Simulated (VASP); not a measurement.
# Cr (Im-3m) in VASP: a series of runs

Cr is run at these levels: PBE; tasks: single point, relaxation of cell and atoms.

Everything below comes from runs of VASP 6.6.1. Logs are shortened: lines on timing, memory, paths and dates and some standing lists are left out, and cuts for length are marked.

## 1. The cell of the first run

Symmetry: Im-3m, No. 229, cubic system. The conventional cell has a = 2.848 Å, b = 2.848 Å, c = 2.848 Å, α = 90.00°, β = 90.00°, γ = 90.00°. Cr (site symmetry m-3m) has 14 Cr at 2.47 to 2.85 Å within 3.3 Å.

## 2. Single point, PBE

INCAR reads:

```
PREC     = Accurate       # precision mode
ENCUT    = 520            # plane-wave cutoff, eV
EDIFF    = 1E-7           # SCF threshold, eV
ISMEAR   = 0              # smearing method
SIGMA    = 0.1            # smearing width, eV
LREAL    = False          # projectors in reciprocal space
LASPH    = True           # aspherical terms in the spheres
NELM     = 60             # most SCF steps
ALGO     = Normal         # electronic algorithm
ISIF     = 2              # what is computed and relaxed
LWAVE    = False          # write WAVECAR
LCHARG   = True           # write CHGCAR
GGA      = PE             # functional
LELF     = True           # ELF
LVHAR    = True         
NBANDS   = 12             # bands
```

KPOINTS reads:

```
regular mesh
0
Gamma
  20 20 20
```

POSCAR reads:

```
Cr
1.0
    0.0000000000      2.0139386812      2.0139386812
    1.4240658809      0.0000000000      2.0139386812
    1.4240658809      2.0139386812      0.0000000000
Cr
1
Direct
    0.0000000000      0.0000000000      0.0000000000
```

Potentials or basis: VASP PAW PBE potentials, release 64 (Cr_pv).

Command:

```bash
> cat potpaw_PBE.64/Cr_pv/POTCAR > POTCAR
> mpirun -np 1 vasp_std > vasp.out
```

OUTCAR:

```text
PREC = Accurate
   ENCUT = 520
   EDIFF = 1E-7
   ISMEAR = 0
   LREAL = False
   LASPH = True
   NELM = 60
   ISIF = 2
   GGA = PE

 ion  position               nearest neighbor table
   1  0.000  0.000  0.000-

  LATTYP: Found a body centered cubic cell.
 ALAT       =     2.8481368518

  Lattice vectors:

 A1 = (  -1.4240658809,   0.0000000000,   2.0139386812)
 A2 = (   1.4240658809,  -2.0139386812,   0.0000000000)
 A3 = (   1.4240658809,   2.0139386812,   0.0000000000)

Analysis of symmetry for initial positions (statically):
=====================================================================
 Subroutine PRICEL returns:
 Original cell was already a primitive cell.

 Routine SETGRP: Setting up the symmetry group for a
 body centered cubic supercell.

 Subroutine GETGRP returns: Found 48 space group operations
 (whereof 48 operations were pure point group operations)
 out of a pool of 48 trial point group operations.

The static configuration has the point symmetry O_h .

Analysis of symmetry for dynamics (positions and initial velocities):
=====================================================================
 Subroutine PRICEL returns:
 Original cell was already a primitive cell.

 Routine SETGRP: Setting up the symmetry group for a
 body centered cubic supercell.

 Subroutine GETGRP returns: Found 48 space group operations
 (whereof 48 operations were pure point group operations)
 out of a pool of 48 trial point group operations.

The dynamic configuration has the point symmetry O_h .

 Subroutine INISYM returns: Found 48 space group operations
 (whereof 48 operations are pure point group operations),
 and found     1 'primitive' translations

----------------------------------------------------------------------------------------

                                     Primitive cell

  volume of cell :      11.5519

  direct lattice vectors                    reciprocal lattice vectors
     0.000000000  2.013938681  2.013938681    -0.351107352  0.248269724  0.248269724
     1.424065881  0.000000000  2.013938681     0.351107352 -0.248269724  0.248269724
     1.424065881  2.013938681  0.000000000     0.351107352  0.248269724 -0.248269724

  length of vectors
     2.848139397  2.466558867  2.466558867     0.496540113  0.496540113  0.496540113

  position of ions in fractional coordinates (direct lattice)
     0.000000000  0.000000000  0.000000000

  ion indices of the primitive-cell ions
   primitive index   ion index
                 1           1

----------------------------------------------------------------------------------------

 KPOINTS: regular mesh

Automatic generation of k-mesh.
 Grid dimensions read from file:
 generate k-points for:   20   20   20

 Generating k-lattice:

  Cartesian coordinates                     Fractional coordinates (reciprocal lattice)
    -0.017555368  0.012413486  0.012413486     0.050000000  0.000000000  0.000000000
     0.017555368 -0.012413486  0.012413486     0.000000000  0.050000000  0.000000000
     0.017555368  0.012413486 -0.012413486     0.000000000  0.000000000  0.050000000

  Length of vectors
     0.024827006  0.024827006  0.024827006

  Shift w.r.t. Gamma in fractional coordinates (k-lattice)
     0.000000000  0.000000000  0.000000000

 Subroutine IBZKPT returns following result:
 ===========================================

 Found    256 irreducible k-points:

 Following reciprocal coordinates:
            Coordinates               Weight
  0.000000  0.000000  0.000000      1.000000
  0.050000  0.000000  0.000000     12.000000
  0.100000  0.000000  0.000000     12.000000
  0.150000  0.000000  0.000000     12.000000
  0.200000  0.000000  0.000000     12.000000
  0.250000  0.000000  0.000000     12.000000
[... 16 lines left out ...]
  0.300000  0.100000  0.000000     48.000000
  0.350000  0.100000  0.000000     48.000000
 [... further k-points ...]
   k-points           NKPTS =    256   k-points in BZ     NKDIM =    256   number of bands    NBANDS=     12
   number of dos      NEDOS =    301   number of ions     NIONS =      1
   total plane-waves  NPLWV =   7776
   dimension x,y,z NGX =    24 NGY =   18 NGZ =   18
   dimension x,y,z NGXF=    48 NGYF=   36 NGZF=   36
   ions per type =               1
   NGX,Y,Z   is equivalent  to a cutoff of  14.01, 12.13, 12.13 a.u.
   NGXF,Y,Z  is equivalent  to a cutoff of  28.02, 24.26, 24.26 a.u.
 SYSTEM =  unknown system
   PREC   = accura    normal or accurate (medium, high low for compatibility)
   ISTART =      0    job   : 0-new  1-cont  2-samecut
   ICHARG =      2    charge: 1-file 2-atom 10-const
   ISPIN  =      1    spin polarized calculation?
   LNONCOLLINEAR =      F non collinear calculations
   LSORBIT =      F    spin-orbit coupling
   LASPH  =      T    aspherical Exc in radial PAW
   ENCUT  =  520.0 eV  38.22 Ry    6.18 a.u.   5.30  4.59  4.59*2*pi/ulx,y,z
   NELM   =     60;   NELMIN=  2; NELMDL= -5     # of ELM steps
   EDIFF  = 0.1E-06   stopping-criterion for ELM
   LREAL  =      F    real-space projection
   EDIFFG = 0.1E-05   stopping-criterion for IOM
   NSW    =      0    number of steps for IOM
   IBRION =     -1    ionic relax: 0-MD 1-quasi-New 2-CG
   NFREE  =      0    steps in history (QN), initial steepest desc. (CG)
   ISIF   =      2    stress and relaxation
   ISYM   =      2    0-nonsym 1-usesym 2-fastsym
   POTIM  = 0.5000    time-step for ionic-motion
   TEBEG  =    0.0;   TEEND  =   0.0 temperature during run
   PSTRESS=    0.0 pullay stress
   NELECT =      12.0000    total number of electrons
   NUPDOWN=      -1.0000    fix difference up-down
   EMIN   =  10.00;   EMAX   =-10.00  energy-range for DOS
   EFERMI =   0.00;   METHOD = LEGACY
   ISMEAR =     0;   SIGMA  =   0.10  broadening in eV -4-tet -1-fermi 0-gaus
   EFERMI_NEDOS =   21; number of points for ismear=-14 and -15
   IALGO  =     38    algorithm
   IMIX   =      4    mixing-type and parameters
     AMIX     =   0.40;   BMIX     =  1.00
     AMIX_MAG =   1.60;   BMIX_MAG =  1.00
  volume/ion in A,a.u.               =      11.55        77.96
  Fermi-wavevector in a.u.,A,eV,Ry     =   1.657999  3.133165 37.401903  2.748962
  Thomas-Fermi vector in A             =   2.745656
   LORBIT       =      0    0 simple, 1 ext, 2 COOP (PROOUT), +10 PAW based schemes
   GGA     = PE    functional components
   LHFCALC =     F    Hartree Fock is set to
   AEXX    =    0.0000 exact exchange contribution
   IVDW    =     0    specifies the selected vdW correction
   LEPSILON=     F    determine dielectric tensor
   LRPA    =     F    only Hartree local field effects (RPA)
 non-spin polarized calculation
 Gauss-broadening in eV      SIGMA  =   0.10
  energy-cutoff  :      520.00
  volume of cell :       11.55
 maximum number of plane-waves:       329
 NGX is ok and might be reduce to    24
   NGX = 11   NGY =  9   NGZ =  9

 number of electron      11.9999996 magnetization

 Free energy of the ion-electron system (eV)
  ---------------------------------------------------
  ext. energy  EPLUGINS =         0.00000000
  ---------------------------------------------------
  free energy    TOTEN  =        -9.51873871 eV

  energy without entropy =       -9.51529650  energy(sigma->0) =       -9.51701760

 E-fermi :  10.9895     XC(G=0): -13.6732

 val. band max:       10.9828887836   @ k =  -0.4500   0.1000  -0.0000
 cond. band min:      10.9997545360   @ k =   0.3000   0.1500   0.1000
 fundamental gap:      0.0168657524
 Fermi energy:        10.9894507689

 k-point     1 :       0.0000    0.0000    0.0000
  band No.  band energies     occupation
      1     -31.7551      2.00000
      2     -31.7551      2.00000
      3     -31.7551      2.00000
      4       3.1146      2.00000
      5      10.0604      2.00000
      6      10.0604      2.00000
      7      10.0604      2.00000
      8      12.1139      0.00000
      9      12.1139      0.00000
     10      18.0791      0.00000
     11      33.2729      0.00000
     12      33.2729      0.00000

 k-point     2 :       0.0500    0.0000    0.0000
  band No.  band energies     occupation
      1     -31.7785      2.00000
      2     -31.7622      2.00000
      3     -31.7552      2.00000
      4       3.2248      2.00000
      5      10.0176      2.00000
      6      10.0538      2.00000
      7      10.1349      2.00000
      8      12.0650      0.00000
      9      12.1168      0.00000
     10      18.0791      0.00000
     11      33.0127      0.00000
     12      33.2442      0.00000

 k-point     3 :       0.1000    0.0000    0.0000
  band No.  band energies     occupation
      1     -31.8463      2.00000
      2     -31.7830      2.00000
      3     -31.7556      2.00000
      4       3.5480      2.00000
      5       9.8952      2.00000
      6      10.0240      2.00000
      7      10.3545      2.00000
      8      11.9445      0.00000
      9      12.1267      0.00000
     10      18.0791      0.00000
     11      32.2644      0.00000
     12      33.0878      0.00000

 k-point     4 :       0.1500    0.0000    0.0000
  band No.  band energies     occupation
      1     -31.9508      2.00000
      2     -31.8153      2.00000
      3     -31.7563      2.00000
      4       4.0599      2.00000
      5       9.7092      2.00000
      6       9.9492      2.00000
      7      10.7071      1.99993
      8      11.8195      0.00000
      9      12.1464      0.00000
     10      18.0789      0.00000
     11      31.0879      0.00000
     12      32.6549      0.00000

 k-point     5 :       0.2000    0.0000    0.0000
  band No.  band energies     occupation
      1     -32.0810      2.00000
      2     -31.8558      2.00000
      3     -31.7571      2.00000
      4       4.7128      2.00000
      5       9.4825      2.00000
      6       9.8309      2.00000
      7      11.1720      0.00984
      8      11.7590      0.00000
      9      12.1786      0.00000
     10      18.0788      0.00000
     11      29.5600      0.00000
     12      31.9065      0.00000
[... 228 lines left out ...]
      1     -32.0073      2.00000
      2     -31.8147      2.00000
      3     -31.7772      2.00000
      4       4.3563      2.00000
      5       9.6863      2.00000
      6       9.7727      2.00000
      7      10.9681      1.23687
      8      11.7115      0.00000
      9      12.2102      0.00000
     10      18.0789      0.00000
     11      30.7705      0.00000
     12      31.8971      0.00000

 k-point    22 :       0.2500    0.1000    0.0000
  band No.  band energies     occupation
      1     -32.1240      2.00000
      2     -31.8538      2.00000
      3     -31.7841      2.00000
      4       4.9929      2.00000
      5       9.4829      2.00000
      6       9.6128      2.00000
      7      11.4615      0.00000
      8      11.6372      0.00000
      9      12.2798      0.00000
     10      18.0787      0.00000
     11      29.5133      0.00000
     12      30.9202      0.00000

 k-point    23 :       0.3000    0.1000    0.0000
  band No.  band energies     occupation
      1     -32.2498      2.00000
      2     -31.9031      2.00000
      3     -31.7875      2.00000
      4       5.6894      2.00000
      5       9.2418      2.00000
      6       9.4970      2.00000
      7      11.6455      0.00000
      8      12.0423      0.00000
      9      12.3617      0.00000
     10      18.0784      0.00000
     11      27.8746      0.00000
     12      29.9952      0.00000

 k-point    24 :       0.3500    0.1000    0.0000
  band No.  band energies     occupation
      1     -32.3728      2.00000
      2     -31.9543      2.00000
      3     -31.7898      2.00000
      4       6.3048      2.00000
      5       9.0126      2.00000
      6       9.5325      2.00000
      7      11.7380      0.00000
      8      12.3920      0.00000
      9      12.7276      0.00000
     10      18.0780      0.00000
     11      26.0502      0.00000
     12      29.1621      0.00000

 [... further k-points ...]

------------------------ aborting loop because EDIFF is reached ----------------------------------------

  FORCE on cell =-STRESS in cart. coord.  units (eV):
  Direction    XX          YY          ZZ          XY          YZ          ZX
  --------------------------------------------------------------------------------------
  -------------------------------------------------------------------------------------
  Total       -0.0422096     -0.0422098     -0.0422098      0.0000000      0.0000000     -0.0000000
  in kB       -5.8542260     -5.8542573     -5.8542573      0.0000000      0.0000000     -0.0000000
  external PRESSURE =      -5.8542469 kB  Pullay stress =       0.0000000 kB

 VOLUME and BASIS-vectors are now :
 -----------------------------------------------------------------------------
  energy-cutoff  :      520.00
  volume of cell :       11.55
      direct lattice vectors                 reciprocal lattice vectors
     0.000000000  2.013938681  2.013938681    -0.351107352  0.248269724  0.248269724
     1.424065881  0.000000000  2.013938681     0.351107352 -0.248269724  0.248269724
     1.424065881  2.013938681  0.000000000     0.351107352  0.248269724 -0.248269724

 POSITION                                       TOTAL-FORCE (eV/Angst)
 -----------------------------------------------------------------------------------
      0.00000      0.00000      0.00000         0.000000     -0.000000      0.000000
 -----------------------------------------------------------------------------------
    total drift:                                0.000000      0.000000      0.000000

  FREE ENERGIE OF THE ION-ELECTRON SYSTEM (eV)
  ---------------------------------------------------
  free  energy   TOTEN  =        -9.5187387083 eV

  energy  without entropy=       -9.5152964982  energy(sigma->0) =       -9.51701760
```

Wall time 11 s (1 thread of Intel Xeon 6975P-C (Granite Rapids), shared host); peak memory 0.15 GiB.

What came out:

* Free energy: -9.5187 eV
* Pressure: -0.6 GPa
* Band gap on the k mesh: zero (bands 6 and 7 overlap by 3.35 eV)

Caveat: an empty level that is flat over the whole mesh can mark a ghost state of the potentials, or a narrow d or f band; the run has no spin polarisation, though such a crystal can be magnetic.

## 3. Relaxation of cell and atoms, PBE

INCAR reads:

```
PREC = Accurate
ENCUT = 600
EDIFF = 1E-7
ISMEAR = 0
SIGMA = 0.1
LREAL = F
LASPH = T
NELM = 80
ALGO = Fast
ISIF = 3
LWAVE = F
LCHARG = F
GGA = PE
IBRION = 2
NSW = 80
EDIFFG = -0.01
```

KPOINTS reads:

```
Automatic mesh
0
Gamma
  20 20 20
```

POSCAR reads:

```
Cr
1.0
    0.0000000000      2.0149370471      2.0149309204
    1.4247826087      0.0000000000      2.0149309204
    1.4247826087      2.0149370471      0.0000000000
Cr
1
Direct
    0.0000000000      0.0000000000      0.0000000000
```

Potentials or basis: VASP PAW PBE potentials, release 64 (Cr_pv).

Command:

```bash
> cat potpaw_PBE.64/Cr_pv/POTCAR > POTCAR
> mpirun -np 1 vasp_std > vasp.out
```

It took 31 s on 1 thread of Intel Xeon 6975P-C (Granite Rapids), shared host; peak memory 0.16 GiB.

The run converged. Its results:

```yaml
Free_energy: -9.5186 eV
Relaxed_volume: 11.52 Å³/atom
Relaxed_cell: a = 2.846 Å, b = 2.465 Å, c = 2.465 Å, α = 70.53°, β = 54.74°, γ = 54.74°
Space_group_after_relaxing_to_0.1_Å: Im-3m (No. 229)
Energy_gained_by_relaxing: 0.1 meV/atom
Ionic_steps: 3
Pressure_after_relaxing: 0.0 GPa
Band_gap_on_the_k_mesh: zero (bands 6 and 7 overlap by 3.36 eV)
```

The path:
| step | energy change (eV) | largest force (eV/Å) | pressure (GPa) | volume (Å³) |
| --- | --- | --- | --- | --- |
| 1 | 0.0000 | 0.0000 | -0.99 | 11.57 |
| 2 | 0.0002 | 0.0000 | 1.68 | 11.45 |
| 3 | -0.0001 | 0.0000 | 0.02 | 11.52 |

Final structure:
```xyz
1
Lattice="0.0000 2.0123 2.0123 1.4229 0.0000 2.0123 1.4229 2.0123 0.0000" Properties=species:S:1:pos:R:3 pbc="T T T"
Cr    0.0000    0.0000    0.0000
```

Levels at points of the mesh, in eV from the Fermi level:
```csv
k point,band 2,band 3,band 4,band 5,band 6,band 7,band 8,band 9,band 10
"(0.00, 0.00, 0.00)",-42.74,-42.74,-7.88,-0.93,-0.93,-0.93,1.13,1.13,7.09
"(0.50, 0.00, 0.00)",-43.03,-42.75,-4.46,-2.48,1.10,1.13,1.47,2.83,7.08
"(0.00, 0.50, 0.50)",-43.37,-43.37,-4.34,-4.34,2.43,2.43,2.43,7.09,10.61
```

Caveat: the run has no spin polarisation, though such a crystal can be magnetic. Spin polarisation is off, so any magnetic state and its effect on volume and gap are missing.

## 4. Single point, PBE

INCAR reads:

```
SYSTEM = Cr
ALGO = Fast ; EDIFF = 1E-7
ENCUT = 520 ; GGA = PE
ISIF = 2 ; ISMEAR = 1
ISYM = 0 ; LASPH = .True.
LCHARG = .False. ; LREAL = .False.
LWAVE = .False. ; NBANDS = 12
NELM = 60 ; PREC = Accurate
SIGMA = 0.1
```

KPOINTS reads:

```
Automatic mesh
0
Gamma
  20 20 20
  0.5 0.5 0.5
```

POSCAR reads:

```
Cr
1.0
    0.0000000000      2.0139386812      2.0139386812
    1.4240658809      0.0000000000      2.0139386812
    1.4240658809      2.0139386812      0.0000000000
Cr
1
Direct
    0.0000000000      0.0000000000      0.0000000000
```

Command:

```bash
> cat potpaw_PBE.64/Cr_pv/POTCAR > POTCAR
> mpirun -np 1 vasp_std > vasp.out
```

Wall time 18 min (1 thread of Intel Xeon 6975P-C (Granite Rapids), shared host); peak memory 3.1 GiB.

Results (log left out):

* Free energy: -9.5153 eV
* Pressure: -0.5 GPa
* Band gap on the k mesh: zero (bands 6 and 7 overlap by 3.28 eV)

Levels at points of the mesh, in eV from the Fermi level:
| k point | band 4 | band 5 | band 6 | band 7 | band 8 | band 9 |
| --- | --- | --- | --- | --- | --- | --- |
| (0.03, 0.03, 0.03) | -7.84 | -0.94 | -0.93 | -0.91 | 1.12 | 1.13 |

Caveat: the run has no spin polarisation, though such a crystal can be magnetic. Spin polarisation is off, so any magnetic state and its effect on volume and gap are missing.

## 5. Overview

| task | cell | k mesh | cutoff (eV) | smearing | gap on the mesh (eV) | pressure (GPa) |
| --- | --- | --- | --- | --- | --- | --- |
| single point | a = 2.848, b = 2.467, c = 2.467 Å, angles 70.5, 54.7, 54.7°, 1 atom | 20 × 20 × 20 | 520 | gaussian 0.1 eV | none | -0.6 |
| relaxation of cell and atoms | relaxed from a = 2.850, b = 2.468, c = 2.468 Å, angles 70.5, 54.7, 54.7°, 1 atom | 20 × 20 × 20 | 600 | gaussian 0.1 eV | none | 0.0 |
| single point | a = 2.848, b = 2.467, c = 2.467 Å, angles 70.5, 54.7, 54.7°, 1 atom | 20 × 20 × 20, shifted | 520 | methfessel-paxton 0.1 eV | none | -0.5 |

Alike in all rows: level PBE; potentials or basis VASP PAW PBE potentials, release 64 (Cr_pv); no spin polarisation.

Caveats: the run has no spin polarisation, though such a crystal can be magnetic; an empty level that is flat over the whole mesh can mark a ghost state of the potentials, or a narrow d or f band (at least some runs).

Absolute energies hang on the potentials; compare differences alone.
